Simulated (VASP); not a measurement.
Input of a VASP 6.6.1 run:

INCAR

```
SYSTEM = W
PREC     = Accurate       ! precision mode
ENCUT    = 520            ! plane-wave cutoff, eV
EDIFF    = 1E-7           ! SCF threshold, eV
ISMEAR   = 0              ! smearing method
SIGMA    = 0.15           ! smearing width, eV
LREAL    = .FALSE.        ! projectors in reciprocal space
LASPH    = .TRUE.         ! aspherical terms in the spheres
NELM     = 80             ! most SCF steps
ALGO     = Fast           ! electronic algorithm
ISIF     = 2              ! what is computed and relaxed
LWAVE    = .FALSE.        ! write WAVECAR
LCHARG   = .FALSE.        ! write CHGCAR
NBANDS   = 13             ! bands
```

The input KPOINTS:

```
regular mesh
0
G
  22 22 22
  0 0 0
```

File POSCAR:

```
W
1.0
   -1.3783197874      1.5958292180      1.5958292180
    1.5958292180     -1.3783197874      1.5958292180
    1.5958292180      1.5958292180     -1.3783197874
W
1
Direct
    0.0000000000      0.0000000000      0.0000000000
```

Potentials or basis: VASP PAW LDA potentials, release 64 (W_sv).

Run with:

```console
$ cat potpaw_LDA.64/W_sv/POTCAR > POTCAR
$ mpirun -np 1 vasp_std > vasp.out
```

Task: Estimate the pressure.

Result: -3.0 GPa.

Task: Estimate the band gap on the k mesh.

Result: Zero (bands 7 and 8 overlap by 3.00 eV).

Stress tensor (GPa, compression positive):
```
 -3.05 -13.20 -13.20
-13.20  -3.05 -13.20
-13.20 -13.20  -3.05
```

Caveat: the cell stands under tension; spin-orbit coupling is left out, which moves the levels of the heavy elements.
